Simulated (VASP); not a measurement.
# Pt in VASP: settings compared, part 2 of 3

VASP 6.6.1. Earlier steps stand in the parts before.

## Step 3: Single point, LDA

INCAR

```
PREC = Accurate
ENCUT = 520
EDIFF = 1E-7
ISMEAR = 0
SIGMA = 0.05
LREAL = False
LASPH = True
NELM = 80
ALGO = Normal
ISIF = 2
LWAVE = False
LCHARG = False
NBANDS = 11
```

KPOINTS

```
Automatic mesh
0
Gamma
  12 12 12
```

POSCAR

```
Pt
1.0
   -1.5842200000      1.5842200000      1.5842200000
    1.5842200000     -1.5842200000      1.5842200000
    1.5842200000      1.5842200000     -1.5842200000
Pt
1
Direct
    0.0000000000      0.0000000000      0.0000000000
```

Potentials or basis: VASP PAW LDA potentials, release 64 (Pt).

Run with:

```
cat potpaw_LDA.64/Pt/POTCAR > POTCAR
mpirun -np 1 vasp_std > vasp.out
```

OUTCAR:

```text
PREC = Accurate
   ENCUT = 520
   EDIFF = 1E-7
   ISMEAR = 0
   LREAL = False
   LASPH = True
   NELM = 80
   ISIF = 2

 ion  position               nearest neighbor table
   1  0.000  0.000  0.000-

  LATTYP: Found a body centered cubic cell.
 ALAT       =     3.1684400000

  Lattice vectors:

 A1 = (  -1.5842200000,   1.5842200000,   1.5842200000)
 A2 = (   1.5842200000,  -1.5842200000,   1.5842200000)
 A3 = (   1.5842200000,   1.5842200000,  -1.5842200000)

Analysis of symmetry for initial positions (statically):
=====================================================================
 Subroutine PRICEL returns:
 Original cell was already a primitive cell.

 Routine SETGRP: Setting up the symmetry group for a
 body centered cubic supercell.

 Subroutine GETGRP returns: Found 48 space group operations
[... 9 lines left out ...]

 Routine SETGRP: Setting up the symmetry group for a
 body centered cubic supercell.

 Subroutine GETGRP returns: Found 48 space group operations
[... 11 lines left out ...]
                                     Primitive cell

  volume of cell :      15.9040

  direct lattice vectors                    reciprocal lattice vectors
    -1.584220000  1.584220000  1.584220000     0.000000000  0.315612731  0.315612731
     1.584220000 -1.584220000  1.584220000     0.315612731  0.000000000  0.315612731
     1.584220000  1.584220000 -1.584220000     0.315612731  0.315612731  0.000000000

  length of vectors
     2.743949530  2.743949530  2.743949530     0.446343804  0.446343804  0.446343804

  position of ions in fractional coordinates (direct lattice)
     0.000000000  0.000000000  0.000000000

  ion indices of the primitive-cell ions
   primitive index   ion index
                 1           1

----------------------------------------------------------------------------------------

 KPOINTS: Automatic mesh

Automatic generation of k-mesh.
 Grid dimensions read from file:
 generate k-points for:   12   12   12

 Generating k-lattice:

[... 80 lines left out ...]
     AMIX     =   0.40;   BMIX     =  1.00
     AMIX_MAG =   1.60;   BMIX_MAG =  1.00
  volume/ion in A,a.u.               =      15.90       107.33
  Fermi-wavevector in a.u.,A,eV,Ry     =   1.402510  2.650360 26.763132  1.967035
  Thomas-Fermi vector in A             =   2.525265
   LORBIT       =      0    0 simple, 1 ext, 2 COOP (PROOUT), +10 PAW based schemes
   GGA     = CA    functional components
   LHFCALC =     F    Hartree Fock is set to
   AEXX    =    0.0000 exact exchange contribution
   IVDW    =     0    specifies the selected vdW correction
   LEPSILON=     F    determine dielectric tensor
   LRPA    =     F    only Hartree local field effects (RPA)
 non-spin polarized calculation
 Gauss-broadening in eV      SIGMA  =   0.05
  energy-cutoff  :      520.00
  volume of cell :       15.90
 maximum number of plane-waves:       442
   NGX = 11   NGY = 11   NGZ = 11

 number of electron      10.0000000 magnetization

 Free energy of the ion-electron system (eV)
  ---------------------------------------------------
  ext. energy  EPLUGINS =         0.00000000
  ---------------------------------------------------
  free energy    TOTEN  =        -7.35602934 eV

  energy without entropy =       -7.35542344  energy(sigma->0) =       -7.35572639

 E-fermi :   9.8309     XC(G=0): -13.3763

 val. band max:        9.8025676506   @ k =   0.5000   0.5000   0.4167
 cond. band min:       9.8937256805   @ k =  -0.4167  -0.4167   0.1667
 fundamental gap:      0.0911580299
 Fermi energy:         9.8309057583

 k-point     1 :       0.0000    0.0000    0.0000
  band No.  band energies     occupation
      1       0.4796      2.00000
      2       6.4603      2.00000
      3       6.4603      2.00000
      4       6.4603      2.00000
      5       8.9758      2.00000
      6       8.9758      2.00000
      7      27.0065      0.00000
      8      27.0065      0.00000
      9      27.0065      0.00000
     10      37.0228      0.00000
     11      37.0265      0.00000
[... 309 lines left out ...]
 k-point    24 :       0.4167    0.0833    0.0833
  band No.  band energies     occupation
      1       3.8811      2.00000
      2       5.0544      2.00000
      3       8.3458      2.00000
      4       8.9176      2.00000
      5       9.3101      2.00000
      6      13.2953      0.00000
      7      15.8034      0.00000
      8      23.0657      0.00000
      9      23.7653      0.00000
     10      33.9328      0.00000
     11      34.4210      0.00000

 [... further k-points ...]
[... 5 lines left out ...]
  --------------------------------------------------------------------------------------
  -------------------------------------------------------------------------------------
  Total       -1.5566466     -1.5566466     -1.5566466      0.0000000      0.0000000     -0.0000000
  in kB     -156.8173600   -156.8173600   -156.8173600      0.0000000      0.0000000     -0.0000000
  external PRESSURE =    -156.8173600 kB  Pullay stress =       0.0000000 kB

 VOLUME and BASIS-vectors are now :
 -----------------------------------------------------------------------------
  energy-cutoff  :      520.00
  volume of cell :       15.90
      direct lattice vectors                 reciprocal lattice vectors
    -1.584220000  1.584220000  1.584220000     0.000000000  0.315612731  0.315612731
     1.584220000 -1.584220000  1.584220000     0.315612731  0.000000000  0.315612731
     1.584220000  1.584220000 -1.584220000     0.315612731  0.315612731  0.000000000

 POSITION                                       TOTAL-FORCE (eV/Angst)
 -----------------------------------------------------------------------------------
      0.00000      0.00000      0.00000        -0.000000     -0.000000     -0.000000
 -----------------------------------------------------------------------------------
    total drift:                                0.000000     -0.000000      0.000000

  FREE ENERGIE OF THE ION-ELECTRON SYSTEM (eV)
  ---------------------------------------------------
  free  energy   TOTEN  =        -7.3560293427 eV

  energy  without entropy=       -7.3554234359  energy(sigma->0) =       -7.35572639
```

OSZICAR:

```text
N       E                     dE             d eps       ncg     rms          rms(c)
DAV:   1     0.379439633798E+02    0.37944E+02   -0.52989E+03  1648   0.839E+02
DAV:   2    -0.717927132319E+01   -0.45123E+02   -0.42851E+02  1809   0.172E+02
DAV:   3    -0.777819136932E+01   -0.59892E+00   -0.59457E+00  1836   0.191E+01
DAV:   4    -0.778057429700E+01   -0.23829E-02   -0.23827E-02  1824   0.141E+00
DAV:   5    -0.778059367626E+01   -0.19379E-04   -0.19379E-04  1869   0.119E-01    0.110E+01
DAV:   6    -0.739387851137E+01    0.38672E+00   -0.96904E-01  1713   0.748E+00    0.559E+00
DAV:   7    -0.736005425759E+01    0.33824E-01   -0.10545E-01  1833   0.239E+00    0.239E+00
DAV:   8    -0.735613734732E+01    0.39169E-02   -0.28405E-03  1721   0.509E-01    0.445E-01
DAV:   9    -0.735602675523E+01    0.11059E-03   -0.34625E-05  1818   0.508E-02    0.107E-02
DAV:  10    -0.735602933211E+01   -0.25769E-05   -0.87397E-07  1846   0.630E-03    0.211E-03
DAV:  11    -0.735602934272E+01   -0.10617E-07   -0.37457E-08  1353   0.167E-03
   1 F= -.73560293E+01 E0= -.73557264E+01  d E =-.605907E-03
```

stdout:

```text
POSCAR found type information on POSCAR Pt
 POSCAR found :  1 types and       1 ions
 scaLAPACK will be used
 LDA part: xc-table for (Slater(with rela. corr.)+CA(PZ))
 , standard interpolation
 POSCAR, INCAR and KPOINTS ok, starting setup
 FFT: planning ... GRIDC
 FFT: planning ... GRID_SOFT
 FFT: planning ... GRID
 WAVECAR not read
 entering main loop
```

Wall time 14 s (1 thread of AMD EPYC 7R43 (Zen 3), shared host); peak memory 0.09 GiB.

Results:

| Quantity | Value |
| --- | --- |
| Free energy | -7.3560 eV |
| Pressure | -15.7 GPa |
| Band gap on the k mesh | zero (band 5 reaches 10.93 eV, above the bottom of band 6 at 8.82 eV) |

Caveat: spin-orbit coupling is left out, which moves the levels of the heavy elements.

(Continued in part 3 of 3.)
